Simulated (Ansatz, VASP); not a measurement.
## MgI2 in VASP and in Ansatz

```
I Mg
1.0
     4.08405    0.00000    0.00000
    -2.04202    3.53689    0.00000
     0.00000    0.00000    6.78702
I Mg
2 1
Cartesian
  2.0420 1.1790 5.0903
  0.0000 2.3579 1.6968
  0.0000 0.0000 0.0000
```

Change from the starting cell: volume scaled by 0.96.

Alike in both runs: task single point; functional PBE; k mesh 8 × 8 × 4; occupations fermi-dirac, width 0.05 eV; no spin polarisation.

|  | VASP | Ansatz |
| --- | --- | --- |
| version | VASP 6.6.1 | Ansatz 0.2.0 |
| potentials or method | VASP PAW PBE potentials, release 64 (I, Mg), cutoff 520 eV | all-electron LAPW, scalar-relativistic |

Ansatz gave:

* gap on the k mesh at the Fermi level (eV): 3.53
* least direct gap on the mesh (eV): 3.82
* pressure (GPa): 2.0
* traceless stress, the component that is largest in VASP (GPa): -0.41
* rms of the force components (eV/Å): 0.031

Question: Estimate VASP's values.

Answer: gap on the k mesh at the Fermi level (eV): 3.51; least direct gap on the mesh (eV): 3.80; pressure (GPa): 2.0; traceless stress, the component that is largest in VASP (GPa): -0.40; rms of the force components (eV/Å): 0.035.

Atom by atom the forces differ by 0.004 eV/Å (rms over components). Ansatz ran all-electron here, and VASP with PAW potentials.

Neither program's run includes spin-orbit coupling.
